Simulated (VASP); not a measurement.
## WC: single point with revPBE

Crystal: WC.

```xyz
2
Lattice="2.9065 0.0000 0.0000 -1.4532 2.5171 0.0000 0.0000 0.0000 2.8366" Properties=species:S:1:pos:R:3 pbc="T T T"
W     0.0000    0.0000    0.0000
C     1.4533    0.8390    1.4183
```

| Property | Result |
| --- | --- |
| Program | VASP 6.6.1 |
| Task | single point |
| Functional | revPBE |
| Potentials or basis | VASP PAW PBE potentials, release 64 (W_sv, C) |
| Cutoff | 600 eV |
| k mesh | 11 × 11 × 10 |
| Occupations | fermi-dirac, width 0.1 eV |
| Spin | no spin polarisation |
| Dipole correction | no |
| Further INCAR settings | ALGO = Normal; EDIFF = 1e-06; NBANDS = 16 |

| Item | Value |
| --- | --- |
| Pressure | 9.8 GPa |
| Band gap on the k mesh | zero (bands 9 and 10 overlap by 1.23 eV) |

Levels at points of the mesh, in eV from the Fermi level:
```csv
k point,band 6,band 7,band 8,band 9,band 10,band 11,band 12,band 13
"(0.00, 0.00, 0.00)",-4.36,-3.38,-3.38,0.04,3.20,3.20,5.59,5.59
"(0.00, 0.00, 0.50)",-8.70,-2.06,-2.06,-0.63,-0.63,3.63,4.49,4.49
```

Run time: 62 s on 1 thread of AMD EPYC 7R43 64-Core Processor (Zen 3) (shared host), peak memory 0.13 GiB.

Caveat: the cell stands under pressure; the PAW data sets were made with another functional, which shifts forces and pressure a little; spin-orbit coupling is left out, which moves the levels of the heavy elements.
